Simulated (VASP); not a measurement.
# Hf (C2/c) in VASP: notebook

The runs below take Hf through single point, with PBEsol.

Program: VASP 6.6.1. These are calculated values, not measurements. Logs are shortened: lines on timing, memory, paths and dates and some standing lists are left out, and cuts for length are marked.

## Step 1: The cell of the first run

The typed cell holds 2 atoms: a = 5.357 Å, b = 5.357 Å, c = 3.123 Å, α = 98.18°, β = 98.18°, γ = 146.57°.

## Step 2: Single point, PBEsol

Contents of INCAR:

```
SYSTEM = Hf
PREC     = Accurate       ! precision mode
ENCUT    = 520            ! plane-wave cutoff, eV
EDIFF    = 1E-6           ! SCF threshold, eV
ISMEAR   = -1             ! smearing method
SIGMA    = 0.1            ! smearing width, eV
LREAL    = .FALSE.        ! projectors in reciprocal space
LASPH    = .TRUE.         ! aspherical terms in the spheres
NELM     = 80             ! most SCF steps
ALGO     = Normal         ! electronic algorithm
ISIF     = 2              ! what is computed and relaxed
LWAVE    = .FALSE.        ! write WAVECAR
LCHARG   = .FALSE.        ! write CHGCAR
GGA      = PS             ! functional
NBANDS   = 17             ! bands
ISYM     = 0
```

Contents of KPOINTS:

```
Automatic mesh
0
G
  12 12 8
  0 0 0
```

Contents of POSCAR:

```
Hf
1.0
   -3.6285469083      3.6270399438      1.5405190862
    3.6270399438     -3.6285469083      1.5405190862
    1.9197145059      1.9197145059     -1.5432790944
Hf
2
Direct
    0.9999140881      0.0000859119      0.0000000000
    0.7500859119      0.2499140881      0.5000000000
```

Potentials or basis: VASP PAW PBE potentials, release 64 (Hf_pv).

Launch:

```bash
$ cat potpaw_PBE.64/Hf_pv/POTCAR > POTCAR
$ mpirun -np 1 vasp_std > vasp.out
```

OUTCAR:

```text
SYSTEM = Hf
   PREC = Accurate
   ENCUT = 520
   EDIFF = 1E-6
   ISMEAR = -1
   LREAL = .FALSE.
   LASPH = .TRUE.
   NELM = 80
   ISIF = 2
   GGA = PS
   ISYM = 0

 ion  position               nearest neighbor table
   1  1.000  0.000  0.000-   2 3.00   2 3.00   2 3.00   2 3.00   2 3.71   2 3.71   2 3.71   2 3.71

   2  0.750  0.250  0.500-   1 3.00   1 3.00   1 3.00   1 3.00   1 3.71   1 3.71   1 3.71   1 3.71

IMPORTANT INFORMATION: All symmetrisations will be switched off!
NOSYMM: (Re-)initialisation of all symmetry stuff for point group C_1.

----------------------------------------------------------------------------------------

                                     Primitive cell

  volume of cell :      42.8978

  direct lattice vectors                    reciprocal lattice vectors
    -3.628546908  3.627039944  1.540519086     0.061599919  0.199424745  0.324693593
     3.627039944 -3.628546908  1.540519086     0.199424745  0.061599919  0.324693593
     1.919714506  1.919714506 -1.543279094     0.260557846  0.260557846  0.000254883

  length of vectors
     5.356768660  5.356768660  3.122870143     0.385993146  0.385993146  0.368484528

  position of ions in fractional coordinates (direct lattice)
     0.999914088  0.000085912  1.000000000
     0.750085912  0.249914088  0.500000000

  ion indices of the primitive-cell ions
   primitive index   ion index
                 1           1
                 2           2

----------------------------------------------------------------------------------------

 KPOINTS: Automatic mesh

Automatic generation of k-mesh.
 Grid dimensions read from file:
 generate k-points for:   12   12    8

 Generating k-lattice:

  Cartesian coordinates                     Fractional coordinates (reciprocal lattice)
     0.005133327  0.016618729  0.027057799     0.083333333  0.000000000 -0.000000000
     0.016618729  0.005133327  0.027057799     0.000000000  0.083333333 -0.000000000
     0.032569731  0.032569731  0.000031860    -0.000000000 -0.000000000  0.125000000

  Length of vectors
     0.032166095  0.032166095  0.046060566

  Shift w.r.t. Gamma in fractional coordinates (k-lattice)
     0.000000000  0.000000000  0.000000000

 Subroutine IBZKPT returns following result:
 ===========================================

 Found    580 irreducible k-points:

 Following reciprocal coordinates:
            Coordinates               Weight
  0.000000  0.000000  0.000000      1.000000
  0.083333  0.000000  0.000000      2.000000
 -0.000000 -0.083333 -0.000000      2.000000
  0.166667  0.000000  0.000000      2.000000
 -0.000000 -0.166667 -0.000000      2.000000
  0.250000  0.000000  0.000000      2.000000
[... 16 lines left out ...]
  0.500000  0.083333  0.000000      2.000000
 -0.083333  0.500000  0.000000      2.000000
 [... further k-points ...]
   k-points           NKPTS =    580   k-points in BZ     NKDIM =    580   number of bands    NBANDS=     17
   number of dos      NEDOS =    301   number of ions     NIONS =      2
   total plane-waves  NPLWV =  38400
   dimension x,y,z NGX =    40 NGY =   40 NGZ =   24
   dimension x,y,z NGXF=    80 NGYF=   80 NGZF=   48
   ions per type =               2
   NGX,Y,Z   is equivalent  to a cutoff of  12.41, 12.41, 12.78 a.u.
   NGXF,Y,Z  is equivalent  to a cutoff of  24.83, 24.83, 25.55 a.u.
 SYSTEM =  Hf
   PREC   = accura    normal or accurate (medium, high low for compatibility)
   ISTART =      0    job   : 0-new  1-cont  2-samecut
   ICHARG =      2    charge: 1-file 2-atom 10-const
   ISPIN  =      1    spin polarized calculation?
   LNONCOLLINEAR =      F non collinear calculations
   LSORBIT =      F    spin-orbit coupling
   LASPH  =      T    aspherical Exc in radial PAW
   ENCUT  =  520.0 eV  38.22 Ry    6.18 a.u.   9.96  9.96  5.81*2*pi/ulx,y,z
   NELM   =     80;   NELMIN=  2; NELMDL= -5     # of ELM steps
   EDIFF  = 0.1E-05   stopping-criterion for ELM
   LREAL  =      F    real-space projection
   EDIFFG = 0.1E-04   stopping-criterion for IOM
   NSW    =      0    number of steps for IOM
   IBRION =     -1    ionic relax: 0-MD 1-quasi-New 2-CG
   NFREE  =      0    steps in history (QN), initial steepest desc. (CG)
   ISIF   =      2    stress and relaxation
   ISYM   =      0    0-nonsym 1-usesym 2-fastsym
   POTIM  = 0.5000    time-step for ionic-motion
   TEBEG  =    0.0;   TEEND  =   0.0 temperature during run
   PSTRESS=    0.0 pullay stress
   NELECT =      20.0000    total number of electrons
   NUPDOWN=      -1.0000    fix difference up-down
   EMIN   =  10.00;   EMAX   =-10.00  energy-range for DOS
   EFERMI =   0.00;   METHOD = LEGACY
   ISMEAR =    -1;   SIGMA  =   0.10  broadening in eV -4-tet -1-fermi 0-gaus
   EFERMI_NEDOS =   21; number of points for ismear=-14 and -15
   IALGO  =     38    algorithm
   IMIX   =      4    mixing-type and parameters
     AMIX     =   0.40;   BMIX     =  1.00
     AMIX_MAG =   1.60;   BMIX_MAG =  1.00
  volume/ion in A,a.u.               =      21.45       144.74
  Fermi-wavevector in a.u.,A,eV,Ry     =   1.269423  2.398862 21.924898  1.611435
  Thomas-Fermi vector in A             =   2.402465
   LORBIT       =      0    0 simple, 1 ext, 2 COOP (PROOUT), +10 PAW based schemes
   GGA     = PS    functional components
   LHFCALC =     F    Hartree Fock is set to
   AEXX    =    0.0000 exact exchange contribution
   IVDW    =     0    specifies the selected vdW correction
   LEPSILON=     F    determine dielectric tensor
   LRPA    =     F    only Hartree local field effects (RPA)
 non-spin polarized calculation
  energy-cutoff  :      520.00
  volume of cell :       42.90
 maximum number of plane-waves:      1168
   NGX = 19   NGY = 19   NGZ = 11

 number of electron      20.0000001 magnetization

 Free energy of the ion-electron system (eV)
  ---------------------------------------------------
  ext. energy  EPLUGINS =         0.00000000
  ---------------------------------------------------
  free energy    TOTEN  =       -20.76201784 eV

  energy without entropy =      -20.65614616  energy(sigma->0) =      -20.70908200

 E-fermi :   4.7712     XC(G=0): -11.5771

 val. band max:        4.7710986386   @ k =  -0.0833   0.3333   0.0000
 cond. band min:       4.7739634765   @ k =   0.0000   0.4167  -0.3750
 fundamental gap:      0.0028648379
 Fermi energy:         4.7711521138

 k-point     1 :       0.0000    0.0000    0.0000
  band No.  band energies     occupation
      1     -25.9199      2.00000
      2     -25.0893      2.00000
      3     -24.9524      2.00000
      4     -24.9452      2.00000
      5     -24.9132      2.00000
      6     -24.8698      2.00000
[... 9 lines left out ...]
     16       9.3021      0.00000
     17       9.3593      0.00000

 k-point     2 :       0.0833    0.0000    0.0000
  band No.  band energies     occupation
      1     -25.8988      2.00000
      2     -25.1144      2.00000
      3     -24.9997      2.00000
      4     -24.9940      2.00000
      5     -24.9290      2.00000
      6     -24.8724      2.00000
[... 9 lines left out ...]
     16       9.2323      0.00000
     17       9.8307      0.00000

 k-point     3 :      -0.0000   -0.0833   -0.0000
  band No.  band energies     occupation
      1     -25.8988      2.00000
      2     -25.1144      2.00000
      3     -24.9997      2.00000
      4     -24.9940      2.00000
      5     -24.9290      2.00000
      6     -24.8724      2.00000
[... 9 lines left out ...]
     16       9.2323      0.00000
     17       9.8307      0.00000

 k-point     4 :       0.1667    0.0000    0.0000
  band No.  band energies     occupation
      1     -25.8411      2.00000
      2     -25.2141      2.00000
      3     -25.1421      2.00000
      4     -25.0785      2.00000
      5     -24.9646      2.00000
      6     -24.8861      2.00000
[... 9 lines left out ...]
     16       8.8778      0.00000
     17      10.4600      0.00000

 k-point     5 :      -0.0000   -0.1667   -0.0000
  band No.  band energies     occupation
      1     -25.8411      2.00000
      2     -25.2141      2.00000
      3     -25.1421      2.00000
      4     -25.0785      2.00000
      5     -24.9646      2.00000
      6     -24.8861      2.00000
[... 9 lines left out ...]
     16       8.8778      0.00000
     17      10.4600      0.00000

 k-point     6 :       0.2500    0.0000    0.0000
  band No.  band energies     occupation
      1     -25.7662      2.00000
      2     -25.4032      2.00000
      3     -25.3083      2.00000
      4     -25.1448      2.00000
      5     -25.0142      2.00000
      6     -24.9116      2.00000
[... 9 lines left out ...]
     16       8.9864      0.00000
     17      10.5471      0.00000
[... 281 lines left out ...]
 k-point    21 :       0.4167    0.0833    0.0000
  band No.  band energies     occupation
      1     -25.8245      2.00000
      2     -25.7393      2.00000
      3     -25.4348      2.00000
      4     -25.2337      2.00000
      5     -25.1267      2.00000
      6     -24.9923      2.00000
[... 9 lines left out ...]
     16      11.5474      0.00000
     17      12.0043      0.00000

 k-point    22 :      -0.0833   -0.4167    0.0000
  band No.  band energies     occupation
      1     -25.8245      2.00000
      2     -25.7393      2.00000
      3     -25.4348      2.00000
      4     -25.2337      2.00000
      5     -25.1267      2.00000
      6     -24.9923      2.00000
[... 9 lines left out ...]
     16      11.5474      0.00000
     17      12.0282      0.00000

 k-point    23 :       0.5000    0.0833    0.0000
  band No.  band energies     occupation
      1     -25.7722      2.00000
      2     -25.7188      2.00000
      3     -25.4164      2.00000
      4     -25.2115      2.00000
      5     -25.1335      2.00000
      6     -24.9957      2.00000
[... 9 lines left out ...]
     16      10.9103      0.00000
     17      11.4569      0.00000

 k-point    24 :      -0.0833    0.5000    0.0000
  band No.  band energies     occupation
      1     -25.7722      2.00000
      2     -25.7188      2.00000
      3     -25.4164      2.00000
      4     -25.2115      2.00000
      5     -25.1335      2.00000
      6     -24.9957      2.00000
[... 9 lines left out ...]
     16      10.9103      0.00000
     17      11.4567      0.00000

 [... further k-points ...]

------------------------ aborting loop because EDIFF is reached ----------------------------------------

  FORCE on cell =-STRESS in cart. coord.  units (eV):
  Direction    XX          YY          ZZ          XY          YZ          ZX
  --------------------------------------------------------------------------------------
  -------------------------------------------------------------------------------------
  Total       -0.0827756     -0.0827736     -0.0742436      0.0069561      0.0002917      0.0002879
  in kB       -3.0915589     -3.0914823     -2.7728978      0.2598014      0.0108932      0.0107513
  external PRESSURE =      -2.9853130 kB  Pullay stress =       0.0000000 kB

 VOLUME and BASIS-vectors are now :
 -----------------------------------------------------------------------------
  energy-cutoff  :      520.00
  volume of cell :       42.90
      direct lattice vectors                 reciprocal lattice vectors
    -3.628546908  3.627039944  1.540519086     0.061599919  0.199424745  0.324693593
     3.627039944 -3.628546908  1.540519086     0.199424745  0.061599919  0.324693593
     1.919714506  1.919714506 -1.543279094     0.260557846  0.260557846  0.000254883

 POSITION                                       TOTAL-FORCE (eV/Angst)
 -----------------------------------------------------------------------------------
     -3.62792      3.62642      1.54052         0.000111     -0.000108      0.000000
     -0.85542      2.77362      0.76888        -0.000111      0.000108     -0.000000
 -----------------------------------------------------------------------------------
    total drift:                                0.000029     -0.000033      0.000001

  FREE ENERGIE OF THE ION-ELECTRON SYSTEM (eV)
  ---------------------------------------------------
  free  energy   TOTEN  =       -20.7620178416 eV

  energy  without entropy=      -20.6561461605  energy(sigma->0) =      -20.70908200
```

Run time: 9 min. Hardware: 1 thread of Oxide Virtual Turin-like, shared host; peak memory 0.43 GiB.

What came out:

- Free energy: -20.7620 eV
- Pressure: -0.3 GPa
- Band gap on the k mesh: zero (bands 10 and 11 overlap by 1.47 eV)

Caveat: the PAW data sets were made with another functional, which shifts forces and pressure a little; spin-orbit coupling is left out, which moves the levels of the heavy elements.

## Step 3: Single point, PBEsol (20.59 Å³/atom)

This run uses another cell than the first one, of 20.59 Å³/atom.

Contents of INCAR:

```
SYSTEM = Hf
ALGO = Normal ; EDIFF = 1E-6
ENCUT = 520 ; GGA = PS
ISIF = 2 ; ISMEAR = -1
LASPH = .True. ; LCHARG = .False.
LREAL = .False. ; LWAVE = .False.
NBANDS = 17 ; NELM = 80
PREC = Accurate ; SIGMA = 0.1
```

Contents of KPOINTS:

```
k-points
0
Gamma
  14 14 13
  0 0 0
```

Contents of POSCAR:

```
Hf
1.0
   -3.5795064790      3.5780198814      1.5196987084
    3.5780198814     -3.5795064790      1.5196987084
    1.8937692374      1.8937692374     -1.5224214146
Hf
2
Direct
    0.9999140881      0.0000859119      0.0000000000
    0.7500859119      0.2499140881      0.5000000000
```

Potentials or basis: VASP PAW PBE potentials, release 64 (Hf_pv).

Launch:

```bash
$ cat potpaw_PBE.64/Hf_pv/POTCAR > POTCAR
$ mpirun -np 1 vasp_std > vasp.out
```

It took 11 min on 1 thread of Oxide Virtual Turin-like, shared host; peak memory 0.47 GiB.

It converged, with:

```
Free energy            : -20.7402 eV
Pressure               : 4.3 GPa
Largest force          : 0.005 eV/Å
Band gap on the k mesh : zero (bands 10 and 11 overlap by 1.74 eV)
```

Forces on the atoms (eV/Å):
```
Hf  -0.003  0.003  0.000
Hf   0.003 -0.003  0.000
```

Stress tensor (GPa, compression positive):
```
 4.35 -0.04  0.04
-0.04  4.35  0.04
 0.04  0.04  4.15
```

Levels at points of the mesh, in eV from the Fermi level:
| k point | band 6 | band 7 | band 8 | band 9 | band 10 | band 11 | band 12 | band 13 | band 14 | band 15 |
| --- | --- | --- | --- | --- | --- | --- | --- | --- | --- | --- |
| (0.00, 0.00, 0.00) | -29.49 | -7.37 | -3.75 | 0.76 | 0.93 | 1.28 | 2.06 | 2.11 | 2.75 | 2.88 |
| (0.50, 0.00, 0.00) | -29.62 | -3.41 | -2.90 | -2.18 | -0.03 | 0.57 | 1.83 | 3.48 | 5.16 | 6.03 |
| (0.50, 0.50, 0.00) | -29.52 | -5.38 | -5.38 | -0.14 | -0.13 | 1.54 | 1.57 | 2.84 | 2.86 | 3.29 |

Caveat: the cell stands under pressure; the PAW data sets were made with another functional, which shifts forces and pressure a little; spin-orbit coupling is left out, which moves the levels of the heavy elements.
